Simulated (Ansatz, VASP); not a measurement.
## Ge in VASP and in Ansatz

Contents of INCAR:

```
SYSTEM = Ge
PREC = Accurate
ENCUT = 520
EDIFF = 1E-8
ISMEAR = -1
SIGMA = 0.05
LREAL = .False.
LASPH = .True.
NELM = 100
ALGO = Normal
ISIF = 2
LWAVE = .False.
LCHARG = .False.
GGA = PE
LEFG = .True.
NBANDS = 21
```

Contents of KPOINTS:

```
regular mesh
0
Gamma
  10 10 10
  0 0 0
```

POSCAR

```
Ge
1.0
    0.0565754000      2.8570577000      2.8570577000
    2.8570577000      0.0565754000      2.8570577000
    2.8570577000      2.8570577000      0.0565754000
Ge
2
Direct
    0.5000000000      0.5000000000      0.5000000000
    0.7500000000      0.7500000000      0.7500000000
```

Input for Ansatz:

```yaml
crystal:
  lattice:
    - [0.0565754, 2.8570577, 2.8570577]
    - [2.8570577, 0.0565754, 2.8570577]
    - [2.8570577, 2.8570577, 0.0565754]
  atoms:
    - { symbol: Ge, position: [0.5, 0.5, 0.5] }
    - { symbol: Ge, position: [0.75, 0.75, 0.75] }
kpoints:
  mp_grid: { grid: [10, 10, 10] }
scf:
  occupations: { method: fermi_dirac, width: 0.05 }
hamiltonian:
  xc: pbe
  pseudopotentials: { kind: all_electron, datasets: crystal }
output:
  forces: true
  stress: true
  eigenvalues: true
  efg: { contact_densities: true }
```

Change from the starting cell: equal xy, yz and zx shear strains of +2 %, crystal datasets.

Alike in both runs: task electric field gradients; functional PBE; k mesh 10 × 10 × 10; occupations fermi-dirac, width 0.05 eV; no spin polarisation.

|  | VASP | Ansatz |
| --- | --- | --- |
| version | VASP 6.6.1 | Ansatz 0.2.0 |
| potentials or method | VASP PAW PBE potentials, release 64 (Ge_d), cutoff 520 eV | all-electron PAW with datasets made for the crystal, scalar-relativistic |

```tsv
	VASP	Ansatz	Ansatz less VASP
pressure (GPa)	3.7	3.8	+0.05
traceless stress, the component that is largest in VASP (GPa)	-1.65	-1.65	-0.001
rms of the force components (eV/Å)	0.166	0.166	+0.0007
size of Vzz on the site where it differs most (V/Å²)	19.2	19.0	-0.18
```

Atom by atom the forces differ by 0.001 eV/Å (rms over components). Ansatz ran all-electron here, and VASP with PAW potentials.
